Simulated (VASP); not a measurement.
# CdS (Fm-3m) in VASP: single point with PBEsol

Aim: the single point of CdS with PBEsol.

Everything below comes from runs of VASP 6.6.1. Logs are shortened: lines on timing, memory, paths and dates and some standing lists are left out, and cuts for length are marked.

### Step 1. The cell of the first run

The structure is cubic, space group Fm-3m (No. 225). The conventional cell has a = 5.506 Å, b = 5.506 Å, c = 5.506 Å, α = 90.00°, β = 90.00°, γ = 90.00°. Cd (site symmetry m-3m) has 6 S at 2.75 Å within 3.6 Å. S (site symmetry m-3m) has 6 Cd at 2.75 Å within 3.6 Å.

### Step 2. Single point, PBEsol

The input, INCAR:

```
PREC = Accurate
ENCUT = 500
EDIFF = 1E-6
ISMEAR = -1
SIGMA = 0.05
LREAL = False
LASPH = True
NELM = 120
ALGO = Normal
ISIF = 2
LWAVE = False
LCHARG = True
GGA = PS
LELF = True
LVHAR = True
NBANDS = 16
GGA_COMPAT = False
```

The input, KPOINTS:

```
Automatic mesh
0
Gamma
  7 7 7
```

The input, POSCAR:

```
CdS
1.0
    0.0000000000      2.7532400000      2.7532400000
    2.7532400000      0.0000000000      2.7532400000
    2.7532400000      2.7532400000      0.0000000000
Cd S
1 1
Direct
    0.0000000000      0.0000000000      0.0000000000
    0.5000000000      0.5000000000      0.5000000000
```

Potentials or basis: VASP PAW PBE potentials, release 64 (Cd, S).

Command:

```bash
$ cat potpaw_PBE.64/Cd/POTCAR potpaw_PBE.64/S/POTCAR > POTCAR
$ mpirun -np 1 vasp_std > vasp.out
```

OUTCAR:

```text
PREC = Accurate
   ENCUT = 500
   EDIFF = 1E-6
   ISMEAR = -1
   LREAL = False
   LASPH = True
   NELM = 120
   ISIF = 2
   GGA = PS

 ion  position               nearest neighbor table
   1  0.000  0.000  0.000-   2 2.75   2 2.75   2 2.75   2 2.75   2 2.75   2 2.75
   2  0.500  0.500  0.500-   1 2.75   1 2.75   1 2.75   1 2.75   1 2.75   1 2.75

  LATTYP: Found a face centered cubic cell.
 ALAT       =     5.5064800000

  Lattice vectors:

 A1 = (   0.0000000000,   2.7532400000,   2.7532400000)
 A2 = (   2.7532400000,   0.0000000000,   2.7532400000)
 A3 = (   2.7532400000,   2.7532400000,   0.0000000000)

Analysis of symmetry for initial positions (statically):
=====================================================================
 Subroutine PRICEL returns:
 Original cell was already a primitive cell.

 Routine SETGRP: Setting up the symmetry group for a
 face centered cubic supercell.

 Subroutine GETGRP returns: Found 48 space group operations
 (whereof 48 operations were pure point group operations)
 out of a pool of 48 trial point group operations.

The static configuration has the point symmetry O_h .

Analysis of symmetry for dynamics (positions and initial velocities):
=====================================================================
 Subroutine PRICEL returns:
 Original cell was already a primitive cell.

 Routine SETGRP: Setting up the symmetry group for a
 face centered cubic supercell.

 Subroutine GETGRP returns: Found 48 space group operations
 (whereof 48 operations were pure point group operations)
 out of a pool of 48 trial point group operations.

The dynamic configuration has the point symmetry O_h .

 Subroutine INISYM returns: Found 48 space group operations
 (whereof 48 operations are pure point group operations),
 and found     1 'primitive' translations

----------------------------------------------------------------------------------------

                                     Primitive cell

  volume of cell :      41.7409

  direct lattice vectors                    reciprocal lattice vectors
     0.000000000  2.753240000  2.753240000    -0.181604219  0.181604219  0.181604219
     2.753240000  0.000000000  2.753240000     0.181604219 -0.181604219  0.181604219
     2.753240000  2.753240000  0.000000000     0.181604219  0.181604219 -0.181604219
[... 74 lines left out ...]
   LNONCOLLINEAR =      F non collinear calculations
   LSORBIT =      F    spin-orbit coupling
   LASPH  =      T    aspherical Exc in radial PAW
   ENCUT  =  500.0 eV  36.75 Ry    6.06 a.u.   7.10  7.10  7.10*2*pi/ulx,y,z
   NELM   =    120;   NELMIN=  2; NELMDL= -5     # of ELM steps
   EDIFF  = 0.1E-05   stopping-criterion for ELM
   LREAL  =      F    real-space projection
   EDIFFG = 0.1E-04   stopping-criterion for IOM
   NSW    =      0    number of steps for IOM
   IBRION =     -1    ionic relax: 0-MD 1-quasi-New 2-CG
   NFREE  =      0    steps in history (QN), initial steepest desc. (CG)
   ISIF   =      2    stress and relaxation
   ISYM   =      2    0-nonsym 1-usesym 2-fastsym
   POTIM  = 0.5000    time-step for ionic-motion
   TEBEG  =    0.0;   TEEND  =   0.0 temperature during run
   PSTRESS=    0.0 pullay stress
   NELECT =      18.0000    total number of electrons
   NUPDOWN=      -1.0000    fix difference up-down
   EMIN   =  10.00;   EMAX   =-10.00  energy-range for DOS
   EFERMI =   0.00;   METHOD = LEGACY
   ISMEAR =    -1;   SIGMA  =   0.05  broadening in eV -4-tet -1-fermi 0-gaus
   EFERMI_NEDOS =   21; number of points for ismear=-14 and -15
   IALGO  =     38    algorithm
   IMIX   =      4    mixing-type and parameters
     AMIX     =   0.40;   BMIX     =  1.00
     AMIX_MAG =   1.60;   BMIX_MAG =  1.00
  volume/ion in A,a.u.               =      20.87       140.84
  Fermi-wavevector in a.u.,A,eV,Ry     =   1.236835  2.337278 20.813643  1.529760
  Thomas-Fermi vector in A             =   2.371427
   LORBIT       =      0    0 simple, 1 ext, 2 COOP (PROOUT), +10 PAW based schemes
   GGA     = PS    functional components
   LHFCALC =     F    Hartree Fock is set to
   AEXX    =    0.0000 exact exchange contribution
   IVDW    =     0    specifies the selected vdW correction
   LEPSILON=     F    determine dielectric tensor
   LRPA    =     F    only Hartree local field effects (RPA)
 non-spin polarized calculation
  energy-cutoff  :      500.00
  volume of cell :       41.74
 maximum number of plane-waves:      1067
   NGX = 15   NGY = 15   NGZ = 15

 number of electron      17.9999990 magnetization

 Free energy of the ion-electron system (eV)
  ---------------------------------------------------
  ext. energy  EPLUGINS =         0.00000000
  ---------------------------------------------------
  free energy    TOTEN  =        -6.61682079 eV

  energy without entropy =       -6.61603623  energy(sigma->0) =       -6.61642851

 E-fermi :   2.8584     XC(G=0): -10.5082

 val. band max:        2.6206199512   @ k =  -0.2857   0.1429   0.0000
 cond. band min:       3.0120171056   @ k =   0.4286   0.4286   0.0000
 fundamental gap:      0.3913971544
 Fermi energy:         2.8584499136

 k-point     1 :       0.0000    0.0000    0.0000
  band No.  band energies     occupation
      1     -10.0662      2.00000
      2      -4.9401      2.00000
      3      -4.9401      2.00000
      4      -4.9382      2.00000
      5      -4.9382      2.00000
      6      -4.9382      2.00000
[... 357 lines left out ...]
      3      -4.9814      2.00000
      4      -4.8929      2.00000
      5      -4.6916      2.00000
      6      -4.2975      2.00000
[... 8 lines left out ...]
     15      15.2314      0.00000
     16      17.7038      0.00000

------------------------ aborting loop because EDIFF is reached ----------------------------------------

  FORCE on cell =-STRESS in cart. coord.  units (eV):
  Direction    XX          YY          ZZ          XY          YZ          ZX
  --------------------------------------------------------------------------------------
  -------------------------------------------------------------------------------------
  Total       -1.0308128     -1.0308128     -1.0308128      0.0000000      0.0000000      0.0000000
  in kB      -39.5665486    -39.5665486    -39.5665486      0.0000000      0.0000000      0.0000000
  external PRESSURE =     -39.5665486 kB  Pullay stress =       0.0000000 kB

 VOLUME and BASIS-vectors are now :
 -----------------------------------------------------------------------------
  energy-cutoff  :      500.00
  volume of cell :       41.74
      direct lattice vectors                 reciprocal lattice vectors
     0.000000000  2.753240000  2.753240000    -0.181604219  0.181604219  0.181604219
     2.753240000  0.000000000  2.753240000     0.181604219 -0.181604219  0.181604219
     2.753240000  2.753240000  0.000000000     0.181604219  0.181604219 -0.181604219

 POSITION                                       TOTAL-FORCE (eV/Angst)
 -----------------------------------------------------------------------------------
      0.00000      0.00000      0.00000        -0.000000     -0.000000      0.000000
      2.75324      2.75324      2.75324         0.000000      0.000000     -0.000000
 -----------------------------------------------------------------------------------
    total drift:                                0.000000      0.000000      0.000000

  FREE ENERGIE OF THE ION-ELECTRON SYSTEM (eV)
  ---------------------------------------------------
  free  energy   TOTEN  =        -6.6168207851 eV

  energy  without entropy=       -6.6160362311  energy(sigma->0) =       -6.61642851
```

OSZICAR:

```text
N       E                     dE             d eps       ncg     rms          rms(c)
DAV:   1     0.105828914843E+03    0.10583E+03   -0.90702E+03   648   0.103E+03
DAV:   2    -0.341517599128E+01   -0.10924E+03   -0.10305E+03   768   0.253E+02
DAV:   3    -0.713344635090E+01   -0.37183E+01   -0.37114E+01   784   0.487E+01
DAV:   4    -0.715055548790E+01   -0.17109E-01   -0.17107E-01   808   0.332E+00
DAV:   5    -0.715071529754E+01   -0.15981E-03   -0.15981E-03   784   0.305E-01    0.686E+00
DAV:   6    -0.664446115760E+01    0.50625E+00   -0.83119E-01   856   0.120E+01    0.586E+00
DAV:   7    -0.662063739732E+01    0.23824E-01   -0.13316E-01   784   0.272E+00    0.300E+00
DAV:   8    -0.661708138777E+01    0.35560E-02   -0.15720E-02   696   0.153E+00    0.226E-01
DAV:   9    -0.661680813583E+01    0.27325E-03   -0.15393E-03   840   0.555E-01    0.447E-02
DAV:  10    -0.661680940264E+01   -0.12668E-05   -0.16878E-04   752   0.156E-01    0.469E-02
DAV:  11    -0.661682214884E+01   -0.12746E-04   -0.23479E-05   792   0.469E-02    0.122E-02
DAV:  12    -0.661682088024E+01    0.12686E-05   -0.55235E-06   784   0.235E-02    0.439E-03
DAV:  13    -0.661682078506E+01    0.95178E-07   -0.40739E-07   352   0.523E-03
   1 F= -.66168208E+01 E0= -.66164285E+01  d E =-.784554E-03
```

stdout:

```text
POSCAR found type information on POSCAR CdS
 POSCAR found :  2 types and       2 ions
 scaLAPACK will be used
 -----------------------------------------------------------------------------
|                                                                             |
|                                                                             |
|     You enforced a specific xc type in the INCAR file but a different       |
|     I HOPE YOU KNOW WHAT YOU ARE DOING!                                     |
|                                                                             |
 -----------------------------------------------------------------------------

 LDA part: xc-table for (Slater+PW92), standard interpolation
 POSCAR, INCAR and KPOINTS ok, starting setup
 FFT: planning ... GRIDC
 FFT: planning ... GRID_SOFT
 FFT: planning ... GRID
 WAVECAR not read
 entering main loop
```

It took 13 s on 1 thread of Intel Xeon Platinum 8259CL at 2.50GHz (Skylake/Cascade Lake), shared host; peak memory 0.16 GiB.

Results:

- Free energy: -6.6168 eV
- Pressure: -4.0 GPa
- Band gap on the k mesh: 0.39 eV, indirect (least direct gap 1.41 eV)

Caveat: the PAW data sets were made with another functional, which shifts forces and pressure a little.
